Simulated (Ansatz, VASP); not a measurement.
One calculation of Ga, two programs

Contents of INCAR:

```
SYSTEM = Ga
  PREC = Accurate
  ENCUT = 520
  EDIFF = 1E-8
  ISMEAR = 0
  SIGMA = 0.05
  LREAL = .False.
  LASPH = .True.
  NELM = 60
  ALGO = Fast
  ISIF = 2
  LWAVE = .False.
  LCHARG = .False.
  GGA = PE
  LEFG = .True.
  NBANDS = 34
```

File KPOINTS:

```
regular mesh
0
Gamma
  10 10 10
  0 0 0
```

The input POSCAR:

```
Ga
1.0
    2.2933073966     -3.8705122842      0.0000000000
    2.2933073966      3.8705122842      0.0000000000
    0.0000000000      0.0000000000      4.5790781323
Ga
4
Direct
    0.8435821433      0.1564178567      0.0823639116
    0.6564178567      0.3435821433      0.5823639116
    0.1564178567      0.8435821433      0.9176360884
    0.3435821433      0.6564178567      0.4176360884
```

Input for Ansatz:

```yaml
crystal:
  lattice:
    - [2.2933073966, -3.8705122842, 0.0]
    - [2.2933073966, 3.8705122842, 0.0]
    - [0.0, 0.0, 4.5790781323]
  atoms:
    - { symbol: Ga, position: [0.8435821433, 0.1564178567, 0.0823639116] }
    - { symbol: Ga, position: [0.6564178567, 0.3435821433, 0.5823639116] }
    - { symbol: Ga, position: [0.1564178567, 0.8435821433, 0.9176360884] }
    - { symbol: Ga, position: [0.3435821433, 0.6564178567, 0.4176360884] }
basis:
  ecutwfc: 420
  ecutrho_ratio: 4
kpoints:
  mp_grid: { grid: [10, 10, 10] }
hamiltonian:
  xc: pbe
scf:
  occupations: { method: gaussian, width: 0.05 }
output:
  forces: true
  stress: true
  eigenvalues: true
  efg: { contact_densities: true, quadrupole_moments_barn: { Ga: 0.107 } }
```

Alike in both runs: task electric field gradients; functional PBE; k mesh 10 × 10 × 10; occupations gaussian, width 0.05 eV; no spin polarisation.

|  | VASP | Ansatz |
| --- | --- | --- |
| version | VASP 6.6.1 | Ansatz 0.2.0 |
| potentials or method | VASP PAW PBE potentials, release 64 (Ga_d), cutoff 520 eV | scalar-relativistic, plane waves, PAW |
| valence electrons in the cell | 52 | 52 |

```csv
,VASP,Ansatz,Ansatz less VASP
gap on the k mesh at the Fermi level (eV),none,none,-
pressure (GPa),0.1,0.0,-0.13
size of Vzz on the site where it differs most (V/Å²),38.6,41.3,+2.74
```

A gap of «none» marks a metal or a gap that the smearing closes.
